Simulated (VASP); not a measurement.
Here is a VASP 6.6.1 calculation.

Contents of INCAR:

```
ALGO     = Normal         # electronic algorithm
EDIFF    = 1E-7           # SCF threshold, eV
EDIFFG   = -0.02          # ionic threshold
ENCUT    = 500            # plane-wave cutoff, eV
GGA      = RP             # functional
GGA_COMPAT= F            
IBRION   = 2              # ionic algorithm
ISIF     = 3              # what is computed and relaxed
ISMEAR   = 0              # smearing method
LASPH    = T              # aspherical terms in the spheres
LCHARG   = F              # write CHGCAR
LREAL    = F              # projectors in reciprocal space
LWAVE    = F              # write WAVECAR
NELM     = 120            # most SCF steps
NELMIN   = 4            
NSW      = 80             # ionic steps
PREC     = Accurate       # precision mode
SIGMA    = 0.01           # smearing width, eV
```

The input KPOINTS:

```
k-points
0
Gamma
  6 6 6
```

Contents of POSCAR:

```
RbCl
1.0
    0.0000000000      3.2740000000      3.2740000000
    3.2740000000      0.0000000000      3.2740000000
    3.2740000000      3.2740000000      0.0000000000
Rb Cl
1 1
Direct
    0.0000000000      0.0000000000      0.0000000000
    0.5000000000      0.5000000000      0.5000000000
```

Potentials or basis: VASP PAW PBE potentials, release 64 (Rb_sv, Cl).

Run with:

```sh
$ cat potpaw_PBE.64/Rb_sv/POTCAR potpaw_PBE.64/Cl/POTCAR > POTCAR
$ mpirun -np 1 vasp_std > vasp.out
```

**Question.** Predict the relaxed volume.

**Answer.** 41.15 Å³/atom.

**Question.** Estimate the relaxed cell.

**Answer.** a = 4.882 Å, b = 4.882 Å, c = 4.882 Å, α = 60.00°, β = 60.00°, γ = 60.00°.

Final structure:
```
Rb Cl
1.0
     0.00000    3.45235    3.45235
     3.45235    0.00000    3.45235
     3.45235    3.45235    0.00000
Rb Cl
1 1
Cartesian
  0.0000 3.4523 3.4523
  3.4523 3.4523 3.4523
```

Caveat: the volume moved by over 15 % at a fixed basis, so the end points are rough; the PAW data sets were made with another functional, which shifts forces and pressure a little. RPBE and its kin give volumes clearly too large for solids.
